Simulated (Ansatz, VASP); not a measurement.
**EuAlIr in VASP and in Ansatz**

```xyz
3
Lattice="4.2514 0.0000 0.0000 -2.1257 3.6818 0.0000 0.0000 0.0000 4.2818" Properties=species:S:1:pos:R:3 pbc="T T T"
Eu    2.1257    1.2273    2.1409
Al    0.0000    2.4545    0.0000
Ir    0.0000    0.0000    0.0000
```

Change from the starting cell: species swapped into the NdNiAs type (P-6m2, No. 187).

Alike in both runs: functional PBE; k mesh 6 × 6 × 4; occupations gaussian, width 0.1 eV; collinear spin.

Ansatz relaxed the structure, and its values are those at the end. VASP's run is a single point on that final structure, the one shown.

|  | VASP | Ansatz |
| --- | --- | --- |
| version | VASP 6.6.1 | Ansatz 0.2.0 |
| potentials or method | VASP PAW PBE potentials, release 64 (Eu, Al, Ir), cutoff 520 eV | scalar-relativistic, plane waves, PAW |
| valence electrons in the cell | 29 | 37 |

```csv
,VASP,Ansatz,Ansatz less VASP
gap on the k mesh at the Fermi level (eV),none,none,-
pressure (GPa),-0.1,0.0,+0.08
net moment per atom (μB),2.27,2.27,+0.001
size of the moment on the site where the two differ most (μB),6.47,6.67,+0.205
```

Site moments also hang on the region over which each program counts them. A gap of «none» marks a metal or a gap that the smearing closes. VASP's potentials hold 29 valence electrons a cell and Ansatz's 37, so a difference there can come from the potentials and not from the codes.

The k mesh is coarse, so the values compare programs but aren't converged. Neither program's run includes spin-orbit coupling.
